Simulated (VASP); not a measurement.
# Rb (Fm-3m) in VASP: single point with PBE

Aim: the single point of Rb with PBE.

Everything below comes from runs of VASP 6.6.1. Logs are shortened: lines on timing, memory, paths and dates and some standing lists are left out, and cuts for length are marked.

## 1. The cell of the first run

Symmetry: Fm-3m, No. 225, cubic system. The conventional cell has a = 7.146 Å, b = 7.146 Å, c = 7.146 Å, α = 90.00°, β = 90.00°, γ = 90.00°.

This isn't the form of Rb at room conditions, which is bcc.

## 2. Single point, PBE (91.23 Å³/atom)

The input, INCAR:

```
PREC = Accurate
ENCUT = 520
EDIFF = 1E-7
ISMEAR = -1
SIGMA = 0.08
LREAL = F
LASPH = T
NELM = 80
ALGO = Normal
ISIF = 2
LWAVE = F
LCHARG = F
GGA = PE
NBANDS = 10
```

The input, KPOINTS:

```
regular mesh
0
Gamma
  10 10 10
```

The input, POSCAR:

```
Rb
1.0
    0.0000000000      3.5730106134      3.5730106134
    3.5730106134      0.0000000000      3.5730106134
    3.5730106134      3.5730106134      0.0000000000
Rb
1
Direct
    0.0000000000      0.0000000000      0.0000000000
```

Potentials or basis: VASP PAW PBE potentials, release 64 (Rb_sv).

Command:

```bash
cat potpaw_PBE.64/Rb_sv/POTCAR > POTCAR
mpirun -np 1 vasp_std > vasp.out
```

OUTCAR:

```text
PREC = Accurate
   ENCUT = 520
   EDIFF = 1E-7
   ISMEAR = -1
   LREAL = F
   LASPH = T
   NELM = 80
   ISIF = 2
   GGA = PE

 ion  position               nearest neighbor table
   1  0.000  0.000  0.000-

  LATTYP: Found a face centered cubic cell.
 ALAT       =     7.1460212268

  Lattice vectors:

 A1 = (   0.0000000000,   3.5730106134,   3.5730106134)
 A2 = (   3.5730106134,   0.0000000000,   3.5730106134)
 A3 = (   3.5730106134,   3.5730106134,   0.0000000000)

Analysis of symmetry for initial positions (statically):
=====================================================================
 Subroutine PRICEL returns:
 Original cell was already a primitive cell.

 Routine SETGRP: Setting up the symmetry group for a
 face centered cubic supercell.

 Subroutine GETGRP returns: Found 48 space group operations
 (whereof 48 operations were pure point group operations)
 out of a pool of 48 trial point group operations.

The static configuration has the point symmetry O_h .

Analysis of symmetry for dynamics (positions and initial velocities):
=====================================================================
 Subroutine PRICEL returns:
 Original cell was already a primitive cell.

 Routine SETGRP: Setting up the symmetry group for a
 face centered cubic supercell.

 Subroutine GETGRP returns: Found 48 space group operations
 (whereof 48 operations were pure point group operations)
 out of a pool of 48 trial point group operations.

The dynamic configuration has the point symmetry O_h .

 Subroutine INISYM returns: Found 48 space group operations
 (whereof 48 operations are pure point group operations),
 and found     1 'primitive' translations

----------------------------------------------------------------------------------------

                                     Primitive cell

  volume of cell :      91.2290

  direct lattice vectors                    reciprocal lattice vectors
     0.000000000  3.573010613  3.573010613    -0.139938011  0.139938011  0.139938011
     3.573010613  0.000000000  3.573010613     0.139938011 -0.139938011  0.139938011
     3.573010613  3.573010613  0.000000000     0.139938011  0.139938011 -0.139938011

  length of vectors
     5.053000068  5.053000068  5.053000068     0.242379746  0.242379746  0.242379746

  position of ions in fractional coordinates (direct lattice)
     0.000000000  0.000000000  0.000000000

  ion indices of the primitive-cell ions
   primitive index   ion index
                 1           1

----------------------------------------------------------------------------------------

 KPOINTS: regular mesh

Automatic generation of k-mesh.
 Grid dimensions read from file:
 generate k-points for:   10   10   10

 Generating k-lattice:

  Cartesian coordinates                     Fractional coordinates (reciprocal lattice)
    -0.013993801  0.013993801  0.013993801     0.100000000  0.000000000  0.000000000
     0.013993801 -0.013993801  0.013993801     0.000000000  0.100000000  0.000000000
     0.013993801  0.013993801 -0.013993801     0.000000000  0.000000000  0.100000000

  Length of vectors
     0.024237975  0.024237975  0.024237975

  Shift w.r.t. Gamma in fractional coordinates (k-lattice)
     0.000000000  0.000000000  0.000000000

 Subroutine IBZKPT returns following result:
 ===========================================

 Found     47 irreducible k-points:

 Following reciprocal coordinates:
            Coordinates               Weight
  0.000000  0.000000  0.000000      1.000000
  0.100000  0.000000  0.000000      8.000000
  0.200000  0.000000  0.000000      8.000000
  0.300000  0.000000  0.000000      8.000000
  0.400000  0.000000  0.000000      8.000000
  0.500000  0.000000  0.000000      4.000000
[... 16 lines left out ...]
  0.300000  0.300000  0.000000      6.000000
  0.400000  0.300000  0.000000     24.000000
 [... further k-points ...]
   k-points           NKPTS =     47   k-points in BZ     NKDIM =     47   number of bands    NBANDS=     10
   number of dos      NEDOS =    301   number of ions     NIONS =      1
   total plane-waves  NPLWV =  64000
   dimension x,y,z NGX =    40 NGY =   40 NGZ =   40
   dimension x,y,z NGXF=    80 NGYF=   80 NGZF=   80
   ions per type =               1
   NGX,Y,Z   is equivalent  to a cutoff of  13.16, 13.16, 13.16 a.u.
   NGXF,Y,Z  is equivalent  to a cutoff of  26.32, 26.32, 26.32 a.u.
 SYSTEM =  unknown system
   PREC   = accura    normal or accurate (medium, high low for compatibility)
   ISTART =      0    job   : 0-new  1-cont  2-samecut
   ICHARG =      2    charge: 1-file 2-atom 10-const
   ISPIN  =      1    spin polarized calculation?
   LNONCOLLINEAR =      F non collinear calculations
   LSORBIT =      F    spin-orbit coupling
   LASPH  =      T    aspherical Exc in radial PAW
   ENCUT  =  520.0 eV  38.22 Ry    6.18 a.u.   9.40  9.40  9.40*2*pi/ulx,y,z
   NELM   =     80;   NELMIN=  2; NELMDL= -5     # of ELM steps
   EDIFF  = 0.1E-06   stopping-criterion for ELM
   LREAL  =      F    real-space projection
   EDIFFG = 0.1E-05   stopping-criterion for IOM
   NSW    =      0    number of steps for IOM
   IBRION =     -1    ionic relax: 0-MD 1-quasi-New 2-CG
   NFREE  =      0    steps in history (QN), initial steepest desc. (CG)
   ISIF   =      2    stress and relaxation
   ISYM   =      2    0-nonsym 1-usesym 2-fastsym
   POTIM  = 0.5000    time-step for ionic-motion
   TEBEG  =    0.0;   TEEND  =   0.0 temperature during run
   PSTRESS=    0.0 pullay stress
   NELECT =       9.0000    total number of electrons
   NUPDOWN=      -1.0000    fix difference up-down
   EMIN   =  10.00;   EMAX   =-10.00  energy-range for DOS
   EFERMI =   0.00;   METHOD = LEGACY
   ISMEAR =    -1;   SIGMA  =   0.08  broadening in eV -4-tet -1-fermi 0-gaus
   EFERMI_NEDOS =   21; number of points for ismear=-14 and -15
   IALGO  =     38    algorithm
   IMIX   =      4    mixing-type and parameters
     AMIX     =   0.40;   BMIX     =  1.00
     AMIX_MAG =   1.60;   BMIX_MAG =  1.00
  volume/ion in A,a.u.               =      91.23       615.64
  Fermi-wavevector in a.u.,A,eV,Ry     =   0.756446  1.429476  7.785401  0.572211
  Thomas-Fermi vector in A             =   1.854569
   LORBIT       =      0    0 simple, 1 ext, 2 COOP (PROOUT), +10 PAW based schemes
   GGA     = PE    functional components
   LHFCALC =     F    Hartree Fock is set to
   AEXX    =    0.0000 exact exchange contribution
   IVDW    =     0    specifies the selected vdW correction
   LEPSILON=     F    determine dielectric tensor
   LRPA    =     F    only Hartree local field effects (RPA)
 non-spin polarized calculation
  energy-cutoff  :      520.00
  volume of cell :       91.23
 maximum number of plane-waves:      2481
 NGX is ok and might be reduce to    40
   NGX = 19   NGY = 19   NGZ = 19

 number of electron       9.0000000 magnetization

 Free energy of the ion-electron system (eV)
  ---------------------------------------------------
  ext. energy  EPLUGINS =         0.00000000
  ---------------------------------------------------
  free energy    TOTEN  =        -0.94646993 eV

  energy without entropy =       -0.92715538  energy(sigma->0) =       -0.93681266

 E-fermi :  -0.0096     XC(G=0):  -5.4594

 val. band max:       -0.0297061469   @ k =   0.5000   0.3000   0.1000
 cond. band min:       0.0711839561   @ k =   0.4000   0.4000   0.0000
 fundamental gap:      0.1008901030
 Fermi energy:        -0.0095561703

 k-point     1 :       0.0000    0.0000    0.0000
  band No.  band energies     occupation
      1     -28.8921      2.00000
      2     -12.9358      2.00000
      3     -12.9358      2.00000
      4     -12.9358      2.00000
      5      -1.9631      2.00000
      6       3.5974      0.00000
      7       3.5974      0.00000
      8       3.5974      0.00000
      9       4.9294      0.00000
     10       4.9294      0.00000

 k-point     2 :       0.1000    0.0000    0.0000
  band No.  band energies     occupation
      1     -28.8917      2.00000
      2     -12.9449      2.00000
      3     -12.9370      2.00000
      4     -12.9370      2.00000
      5      -1.8518      2.00000
      6       3.2901      0.00000
      7       3.6444      0.00000
      8       3.6444      0.00000
      9       4.8018      0.00000
     10       4.8018      0.00000

 k-point     3 :       0.2000    0.0000    0.0000
  band No.  band energies     occupation
      1     -28.8908      2.00000
      2     -12.9686      2.00000
      3     -12.9403      2.00000
      4     -12.9403      2.00000
      5      -1.5278      2.00000
      6       2.6590      0.00000
      7       3.6944      0.00000
      8       3.6944      0.00000
      9       4.6867      0.00000
     10       4.6867      0.00000

 k-point     4 :       0.3000    0.0000    0.0000
  band No.  band energies     occupation
      1     -28.8896      2.00000
      2     -12.9975      2.00000
      3     -12.9443      2.00000
      4     -12.9443      2.00000
      5      -1.0206      1.99999
      6       1.9471      0.00000
      7       3.5902      0.00000
      8       3.5902      0.00000
      9       4.9329      0.00000
     10       4.9329      0.00000
[... 222 lines left out ...]
 k-point    22 :      -0.2000    0.2000    0.0000
  band No.  band energies     occupation
      1     -28.8892      2.00000
      2     -12.9929      2.00000
      3     -12.9618      2.00000
      4     -12.9439      2.00000
      5      -0.8486      1.99994
      6       2.1613      0.00000
      7       2.7293      0.00000
      8       3.9044      0.00000
      9       4.3004      0.00000
     10       5.4772      0.00000

 k-point    23 :       0.3000    0.3000    0.0000
  band No.  band energies     occupation
      1     -28.8888      2.00000
      2     -12.9946      2.00000
      3     -12.9582      2.00000
      4     -12.9582      2.00000
      5      -0.7232      1.99973
      6       2.2344      0.00000
      7       2.6587      0.00000
      8       3.9775      0.00000
      9       3.9775      0.00000
     10       5.4886      0.00000

 k-point    24 :       0.4000    0.3000    0.0000
  band No.  band energies     occupation
      1     -28.8881      2.00000
      2     -13.0070      2.00000
      3     -12.9649      2.00000
      4     -12.9621      2.00000
      5      -0.2701      1.92586
      6       1.9773      0.00000
      7       2.2684      0.00000
      8       4.0414      0.00000
      9       4.1169      0.00000
     10       5.7302      0.00000

 [... further k-points ...]

------------------------ aborting loop because EDIFF is reached ----------------------------------------

  FORCE on cell =-STRESS in cart. coord.  units (eV):
  Direction    XX          YY          ZZ          XY          YZ          ZX
  --------------------------------------------------------------------------------------
  -------------------------------------------------------------------------------------
  Total        0.0049083      0.0049083      0.0049083      0.0000000      0.0000000      0.0000000
  in kB        0.0862001      0.0862001      0.0862001      0.0000000      0.0000000      0.0000000
  external PRESSURE =       0.0862001 kB  Pullay stress =       0.0000000 kB

 VOLUME and BASIS-vectors are now :
 -----------------------------------------------------------------------------
  energy-cutoff  :      520.00
  volume of cell :       91.23
      direct lattice vectors                 reciprocal lattice vectors
     0.000000000  3.573010613  3.573010613    -0.139938011  0.139938011  0.139938011
     3.573010613  0.000000000  3.573010613     0.139938011 -0.139938011  0.139938011
     3.573010613  3.573010613  0.000000000     0.139938011  0.139938011 -0.139938011

 POSITION                                       TOTAL-FORCE (eV/Angst)
 -----------------------------------------------------------------------------------
      0.00000      0.00000      0.00000         0.000000      0.000000      0.000000
 -----------------------------------------------------------------------------------
    total drift:                               -0.000000     -0.000000     -0.000000

  FREE ENERGIE OF THE ION-ELECTRON SYSTEM (eV)
  ---------------------------------------------------
  free  energy   TOTEN  =        -0.9464699325 eV

  energy  without entropy=       -0.9271553850  energy(sigma->0) =       -0.93681266
```

It took 70 s on 1 thread of Intel Xeon 8259CL, shared host; peak memory 0.24 GiB.

Results:

```yaml
Free_energy: -0.9465 eV
Pressure: 0.0 GPa
Band_gap_on_the_k_mesh: zero (an odd number of electrons rules out a gap without spin polarisation)
```

The gap in the log of VASP goes by the Fermi energy; the results here count the filled bands.